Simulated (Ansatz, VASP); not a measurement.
# Two plane-wave programs on AgCl

```
CELL_PARAMETERS angstrom
3.46418 0.00000 0.00000
0.00000 3.39559 0.00000
0.00000 0.00000 3.39559
ATOMIC_POSITIONS crystal
Ag 0.00000 0.00000 0.00000
Cl 0.50000 0.50000 0.50000
```

Change from the starting cell: uniaxial_x strain +2.0%.

Alike in both runs: task single point; functional PBE; k mesh 8 × 8 × 8; occupations fermi-dirac, width 0.02 eV; no spin polarisation.

|  | VASP | Ansatz |
| --- | --- | --- |
| version | VASP 6.6.1 | Ansatz 0.2.0 |
| potentials or method | VASP PAW PBE potentials, release 64 (Ag, Cl) | plane waves, PAW |
| plane-wave cutoff (eV) | 520 | 420 |
| valence electrons in the cell | 18 | 26 |

VASP gave:

- pressure (GPa): 0.4
- traceless stress, the component that is largest in VASP (GPa): -0.65

Which values does Ansatz return?

Pressure (GPa): 0.5; traceless stress, the component that is largest in VASP (GPa): -0.64.

With one functional, cell and mesh, what is left measures potentials, basis and numerics. VASP's potentials hold 18 valence electrons a cell and Ansatz's 26, so a difference there can come from the potentials and not from the codes.
